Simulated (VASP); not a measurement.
# BaTe (Pm-3m) in VASP: notebook, part 2 of 2

VASP 6.6.1.

## Step 4: Single point, LDA

This run uses another cell than the first one, of 38.72 Å³/atom.

The input, INCAR:

```
SYSTEM = BaTe
ALGO = Normal
EDIFF = 1E-6
ENCUT = 500
GGA_COMPAT = .FALSE.
ISIF = 2
ISMEAR = 0
LASPH = .TRUE.
LCHARG = .TRUE.
LELF = .TRUE.
LREAL = .FALSE.
LVHAR = .TRUE.
LWAVE = .FALSE.
NBANDS = 15
NELM = 120
PREC = Accurate
SIGMA = 0.01
```

The input, KPOINTS:

```
k-points
0
G
  5 5 5
  0 0 0
```

The input, POSCAR:

```
BaTe
1.0
    4.2624660000      0.0000000000      0.0000000000
    0.0000000000      4.2624660000      0.0000000000
    0.0000000000      0.0000000000      4.2624660000
Ba Te
1 1
Direct
    0.0000000000      0.0000000000      0.0000000000
    0.5000000000      0.5000000000      0.5000000000
```

Potentials or basis: VASP PAW LDA potentials, release 64 (Ba_sv, Te).

Started as:

```console
$ cat potpaw_LDA.64/Ba_sv/POTCAR potpaw_LDA.64/Te/POTCAR > POTCAR
$ mpirun -np 1 vasp_std > vasp.out
```

OUTCAR:

```text
SYSTEM = BaTe
   EDIFF = 1E-6
   ENCUT = 500
   ISIF = 2
   ISMEAR = 0
   LASPH = .TRUE.
   LREAL = .FALSE.
   NELM = 120
   PREC = Accurate

 ion  position               nearest neighbor table
   1  0.000  0.000  0.000-   2 3.69   2 3.69   2 3.69   2 3.69   2 3.69   2 3.69   2 3.69   2 3.69

   2  0.500  0.500  0.500-   1 3.69   1 3.69   1 3.69   1 3.69   1 3.69   1 3.69   1 3.69   1 3.69

  LATTYP: Found a simple cubic cell.
 ALAT       =     4.2624660000

  Lattice vectors:

 A1 = (   4.2624660000,   0.0000000000,   0.0000000000)
 A2 = (   0.0000000000,   4.2624660000,   0.0000000000)
 A3 = (   0.0000000000,   0.0000000000,   4.2624660000)

Analysis of symmetry for initial positions (statically):
=====================================================================
 Subroutine PRICEL returns:
 Original cell was already a primitive cell.

 Routine SETGRP: Setting up the symmetry group for a
 simple cubic supercell.

 Subroutine GETGRP returns: Found 48 space group operations
 (whereof 48 operations were pure point group operations)
 out of a pool of 48 trial point group operations.

The static configuration has the point symmetry O_h .

Analysis of symmetry for dynamics (positions and initial velocities):
=====================================================================
 Subroutine PRICEL returns:
 Original cell was already a primitive cell.

 Routine SETGRP: Setting up the symmetry group for a
 simple cubic supercell.

 Subroutine GETGRP returns: Found 48 space group operations
 (whereof 48 operations were pure point group operations)
 out of a pool of 48 trial point group operations.

The dynamic configuration has the point symmetry O_h .

 Subroutine INISYM returns: Found 48 space group operations
 (whereof 48 operations are pure point group operations),
 and found     1 'primitive' translations

----------------------------------------------------------------------------------------

                                     Primitive cell

  volume of cell :      77.4431

  direct lattice vectors                    reciprocal lattice vectors
     4.262466000  0.000000000  0.000000000     0.234605977  0.000000000  0.000000000
[... 104 lines left out ...]
  energy-cutoff  :      500.00
  volume of cell :       77.44
 maximum number of plane-waves:      1973
 NGX is ok and might be reduce to    32
   NGX = 15   NGY = 15   NGZ = 15

 number of electron      16.0000000 magnetization

 Free energy of the ion-electron system (eV)
  ---------------------------------------------------
  ext. energy  EPLUGINS =         0.00000000
  ---------------------------------------------------
  free energy    TOTEN  =        -9.30254496 eV

  energy without entropy =       -9.30254496  energy(sigma->0) =       -9.30254496

 E-fermi :   3.4626     XC(G=0):  -9.0540

 val. band max:        3.4097099966   @ k =   0.4000   0.4000   0.0000
 cond. band min:       4.2786704138   @ k =   0.0000   0.0000   0.0000
 fundamental gap:      0.8689604171
 Fermi energy:         3.4625855235

 k-point     1 :       0.0000    0.0000    0.0000
  band No.  band energies     occupation
      1     -24.4289      2.00000
      2      -9.4752      2.00000
      3      -9.4752      2.00000
      4      -9.4752      2.00000
      5      -6.7972      2.00000
      6       3.2462      2.00000
      7       3.2462      2.00000
      8       3.2462      2.00000
      9       4.2787      0.00000
     10       4.2787      0.00000
     11       5.7560      0.00000
     12       8.1050      0.00000
     13       8.1050      0.00000
     14       8.1050      0.00000
[... 149 lines left out ...]
      2      -9.7486      2.00000
      3      -9.7321      2.00000
      4      -9.7321      2.00000
      5      -5.9756      2.00000
      6       0.9133      2.00000
      7       0.9133      2.00000
      8       1.2078      2.00000
      9       6.9138      0.00000
     10       7.4591      0.00000
     11       7.4591      0.00000
     12       9.5900      0.00000
     13       9.5900      0.00000
     14       9.7661      0.00000
     15      10.8974      0.00000

------------------------ aborting loop because EDIFF is reached ----------------------------------------

  FORCE on cell =-STRESS in cart. coord.  units (eV):
  Direction    XX          YY          ZZ          XY          YZ          ZX
  --------------------------------------------------------------------------------------
  -------------------------------------------------------------------------------------
  Total       -1.3523508     -1.3523508     -1.3523508      0.0000000     -0.0000000      0.0000000
  in kB      -27.9780321    -27.9780321    -27.9780321      0.0000000     -0.0000000      0.0000000
  external PRESSURE =     -27.9780321 kB  Pullay stress =       0.0000000 kB

 VOLUME and BASIS-vectors are now :
 -----------------------------------------------------------------------------
  energy-cutoff  :      500.00
  volume of cell :       77.44
      direct lattice vectors                 reciprocal lattice vectors
     4.262466000  0.000000000  0.000000000     0.234605977  0.000000000  0.000000000
     0.000000000  4.262466000  0.000000000     0.000000000  0.234605977  0.000000000
     0.000000000  0.000000000  4.262466000     0.000000000  0.000000000  0.234605977

 POSITION                                       TOTAL-FORCE (eV/Angst)
 -----------------------------------------------------------------------------------
      0.00000      0.00000      0.00000         0.000000      0.000000      0.000000
      2.13123      2.13123      2.13123         0.000000      0.000000      0.000000
 -----------------------------------------------------------------------------------
    total drift:                               -0.000000      0.000000     -0.000000

  FREE ENERGIE OF THE ION-ELECTRON SYSTEM (eV)
  ---------------------------------------------------
  free  energy   TOTEN  =        -9.3025449639 eV

  energy  without entropy=       -9.3025449639  energy(sigma->0) =       -9.30254496
```

OSZICAR:

```text
N       E                     dE             d eps       ncg     rms          rms(c)
DAV:   1     0.758198371017E+02    0.75820E+02   -0.63218E+03   300   0.878E+02
DAV:   2    -0.501849925656E+01   -0.80838E+02   -0.73184E+02   412   0.154E+02
DAV:   3    -0.936232519776E+01   -0.43438E+01   -0.43187E+01   400   0.378E+01
DAV:   4    -0.945757017818E+01   -0.95245E-01   -0.95218E-01   396   0.556E+00
DAV:   5    -0.945960492228E+01   -0.20347E-02   -0.20347E-02   445   0.602E-01    0.368E+00
DAV:   6    -0.932432678410E+01    0.13528E+00   -0.10711E-01   357   0.188E+00    0.230E+00
DAV:   7    -0.930326189814E+01    0.21065E-01   -0.80215E-02   384   0.157E+00    0.711E-01
DAV:   8    -0.930272575691E+01    0.53614E-03   -0.16908E-02   307   0.657E-01    0.181E-01
DAV:   9    -0.930271646454E+01    0.92924E-05   -0.14400E-03   322   0.221E-01    0.804E-02
DAV:  10    -0.930254480066E+01    0.17166E-03   -0.35117E-04   307   0.115E-01    0.225E-02
DAV:  11    -0.930254485721E+01   -0.56548E-07   -0.52113E-05   370   0.344E-02    0.185E-02
DAV:  12    -0.930254496390E+01   -0.10669E-06   -0.28413E-06   328   0.779E-03
   1 F= -.93025450E+01 E0= -.93025450E+01  d E =-.390480E-15
```

Run time: 7.4 s. Hardware: 1 thread of AMD EPYC 9R45 (Zen 5), shared host; peak memory 0.12 GiB.

What came out:

| Property | Result |
| --- | --- |
| Free energy | -9.3025 eV |
| Pressure | -2.8 GPa |
| Band gap on the k mesh | 0.87 eV (least direct gap 1.03 eV) |

Caveat: spin-orbit coupling is left out, which moves the levels of the heavy elements; an odd mesh through Γ misses points on the zone boundary, where band edges can lie.

## Step 5: Summary

| cell | gap on the mesh (eV) | pressure (GPa) |
| --- | --- | --- |
| a = 4.175 Å, 2 atoms | 0.74 | -0.9 |
| a = 4.219 Å, 2 atoms | 0.81 | -1.9 |
| a = 4.262 Å, 2 atoms | 0.87 | -2.8 |

Alike in all rows: task single point; level LDA; potentials or basis VASP PAW LDA potentials, release 64 (Ba_sv, Te); no spin polarisation; k mesh 5 × 5 × 5; cutoff (eV) 500; smearing gaussian 0.01 eV.

Caveats: spin-orbit coupling is left out, which moves the levels of the heavy elements; an odd mesh through Γ misses points on the zone boundary, where band edges can lie.

Total energies depend on the potentials used, so only differences within one code and one set of settings carry meaning.
